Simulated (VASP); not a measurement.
BaSrTi2O6:

```
Ba Sr Ti O
1.0
     7.86162    0.00000    0.00000
     0.00000    7.86162    0.00000
     0.00000    0.00000    7.86162
Ba Sr Ti O
4 4 8 24
Direct
  0.99776 0.00328 0.99768
  0.50024 0.99547 0.00101
  0.50089 0.99427 0.49983
  0.50418 0.49734 0.00423
  0.99966 0.99947 0.50532
  0.99789 0.49799 0.99781
  0.99790 0.50253 0.50116
  0.50023 0.50040 0.50257
  0.24789 0.25004 0.24808
  0.25330 0.24979 0.75405
  0.25409 0.74760 0.25019
  0.24935 0.75275 0.75071
  0.74662 0.25091 0.24654
  0.74649 0.25305 0.75219
  0.75299 0.74910 0.25082
  0.74692 0.74705 0.75102
  0.25530 0.24941 0.99543
  0.25371 0.24721 0.49882
  0.25181 0.74884 0.00062
  0.24679 0.74751 0.49994
  0.75101 0.24727 0.99992
  0.75155 0.25501 0.50269
  0.75091 0.75244 0.99879
  0.75180 0.74973 0.50510
  0.00178 0.24305 0.24977
  0.00044 0.24575 0.74708
  0.99908 0.75022 0.24807
  0.00307 0.74671 0.75082
  0.49924 0.25228 0.24738
  0.49759 0.24660 0.74939
  0.50196 0.75278 0.25219
  0.50142 0.75148 0.75318
  0.24715 0.99674 0.25248
  0.24964 0.99753 0.74991
  0.24914 0.49996 0.24691
  0.25327 0.50002 0.74713
  0.75233 0.00120 0.25112
  0.75148 0.00018 0.74776
  0.74520 0.50357 0.25295
  0.75090 0.50261 0.74753
```

| Item | Value |
| --- | --- |
| Program | VASP 6.6.1 |
| Task | relaxation of volume and atoms at fixed shape |
| Functional | PBEsol |
| Potentials or basis | VASP PAW PBE potentials, release 64 (Ba_sv, Sr_sv, Ti_sv, O) |
| Cutoff | 700 eV |
| k mesh | 1 × 1 × 1, shifted |
| Occupations | fermi-dirac, width 0.05 eV |
| Spin | no spin polarisation |

At the start: pressure 1.6 GPa; volume 12.15 Å³/atom.

**Question.** Where does the relaxation end?

**Answer.** Over 27 steps the energy falls by 12.9 meV/atom and the volume is 12.24 Å³/atom (+0.8 %); space group C2 (No. 5, to 0.1 Å) before, C2/m (No. 12, to 0.1 Å).

The path:
| step | energy change (eV) | largest force (eV/Å) | pressure (GPa) | volume (Å³) |
| --- | --- | --- | --- | --- |
| 1 | 0.0000 | 1.5628 | 1.65 | 485.89 |
| 2 | -0.2585 | 0.8747 | -1.84 | 494.74 |
| 3 | -0.3046 | 0.4577 | -0.94 | 492.22 |
| 4 | -0.4299 | 0.2833 | 0.09 | 489.14 |
| 5 | -0.4666 | 0.3013 | 1.12 | 486.28 |
| 6 | -0.4933 | 0.2302 | -0.76 | 491.15 |
| 7 | -0.5004 | 0.1492 | -0.18 | 489.61 |
| 8 | -0.5086 | 0.0725 | -0.02 | 489.16 |
| 9 | -0.5091 | 0.1036 | 0.04 | 489.01 |
| 10 | -0.5114 | 0.0502 | 0.01 | 489.07 |
| 11 | -0.5114 | 0.0377 | 0.01 | 489.06 |
| 12 | -0.5122 | 0.0347 | -0.01 | 489.13 |
| 13 | -0.5127 | 0.0596 | -0.05 | 489.23 |
| 14 | -0.5132 | 0.0345 | -0.01 | 489.13 |
| 15 | -0.5135 | 0.0415 | 0.05 | 488.96 |
| 16 | -0.5139 | 0.0391 | 0.03 | 489.05 |
| 17 | -0.5144 | 0.0364 | -0.01 | 489.19 |
| 18 | -0.5143 | 0.0429 | -0.10 | 489.48 |
| 19 | -0.5145 | 0.0352 | -0.06 | 489.32 |
| 20 | -0.5151 | 0.0327 | 0.04 | 489.12 |
| 21 | -0.5152 | 0.0491 | 0.08 | 489.04 |
| 22 | -0.5158 | 0.0446 | 0.05 | 489.18 |
| 23 | -0.5163 | 0.0466 | 0.02 | 489.34 |
| 24 | -0.5166 | 0.0479 | -0.05 | 489.67 |
| 25 | -0.5172 | 0.0432 | -0.01 | 489.68 |
| 26 | -0.5173 | 0.0410 | 0.02 | 489.68 |
| 27 | -0.5178 | 0.0271 | -0.01 | 489.75 |

Final structure:
```
CELL_PARAMETERS angstrom
7.88239 0.00000 0.00000
0.00000 7.88239 0.00000
0.00000 0.00000 7.88239
ATOMIC_POSITIONS crystal
Ba 0.00041 0.99940 0.00032
Ba 0.50050 0.99980 0.00023
Ba 0.50031 0.99963 0.50015
Ba 0.50033 0.49965 0.00016
Sr 0.00042 0.99968 0.50020
Sr 0.00033 0.49965 0.99996
Sr 0.00020 0.49982 0.50024
Sr 0.50041 0.49973 0.50028
Ti 0.24625 0.25607 0.25507
Ti 0.24727 0.25640 0.74998
Ti 0.24900 0.75097 0.25769
Ti 0.24954 0.75135 0.75255
Ti 0.75141 0.24826 0.24758
Ti 0.75243 0.24793 0.74246
Ti 0.75413 0.74318 0.25038
Ti 0.75459 0.74293 0.74529
O 0.24660 0.25298 0.99918
O 0.24643 0.25170 0.49960
O 0.24494 0.74358 0.99693
O 0.24575 0.74408 0.49810
O 0.75519 0.25513 0.00352
O 0.75517 0.25464 0.50235
O 0.75446 0.74585 0.00140
O 0.75379 0.74690 0.50096
O 0.00088 0.25277 0.25551
O 0.00038 0.25350 0.74730
O 0.00000 0.74547 0.25347
O 0.99953 0.74604 0.74473
O 0.50115 0.25386 0.25554
O 0.50040 0.25407 0.74658
O 0.49977 0.74468 0.25350
O 0.49930 0.74459 0.74527
O 0.24626 0.99708 0.25289
O 0.24577 0.99731 0.74486
O 0.24593 0.49800 0.25298
O 0.24553 0.49822 0.74426
O 0.75477 0.00117 0.25550
O 0.75408 0.00174 0.74747
O 0.75480 0.50049 0.25633
O 0.75453 0.50081 0.74744
```

Caveat: the PAW data sets were made with another functional, which shifts forces and pressure a little.
